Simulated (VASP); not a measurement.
Write the native input for VASP 6.6.1 that does the following.

* Task: electric field gradients
* Functional: PBEsol
* Potentials or basis: VASP PAW PBE potentials, release 64 (Cd, Se)
* Cutoff: 520 eV
* k mesh: 7 × 7 × 7
* Occupations: fermi-dirac, width 0.03 eV
* Spin: no spin polarisation
* Dipole correction: no
* Further INCAR settings: ALGO = Normal; EDIFF = 1e-08; NBANDS = 16

The structure of CdSe lies in POSCAR:

```
CdSe
1.0
    0.0000000000      3.0702711986      3.0702711986
    3.0702711986      0.0000000000      3.0702711986
    3.0702711986      3.0702711986      0.0000000000
Cd Se
1 1
Direct
   -0.1350000000      0.0450000000      0.0450000000
    0.3850000000      0.2050000000      0.2050000000
```

This cell differs from its parent crystal: shortest bond scaled by 0.64.

These files were run (other wordings do the same):

INCAR

```
PREC = Accurate
ENCUT = 520
EDIFF = 1E-8
ISMEAR = -1
SIGMA = 0.03
LREAL = F
LASPH = T
NELM = 100
ALGO = Normal
ISIF = 2
LWAVE = F
LCHARG = F
GGA = PS
LEFG = T
NBANDS = 16
```

KPOINTS

```
Automatic mesh
0
Gamma
  7 7 7
```

Potentials or basis: VASP PAW PBE potentials, release 64 (Cd, Se).

Command:

```bash
$ cat potpaw_PBE.64/Cd/POTCAR potpaw_PBE.64/Se/POTCAR > POTCAR
$ mpirun -np 1 vasp_std > vasp.out
```

Results of the run:

```json
{
  "Pressure": "59.0 GPa",
  "Largest force": "40.694 eV/Å",
  "Band gap on the k mesh": "0.67 eV, direct"
}
```

Caveat: the cell differs from its parent crystal (shortest bond scaled by 0.64); without QUAD_EFG the Cq values of the log hold for a quadrupole moment of 1 mb, not for the nuclei; the PAW data sets were made with another functional, which shifts forces and pressure a little.

Run time: 17 s on 1 thread of Intel(R) Xeon(R) 6975P-C (Granite Rapids), with other jobs on the host, peak memory 0.2 GiB.
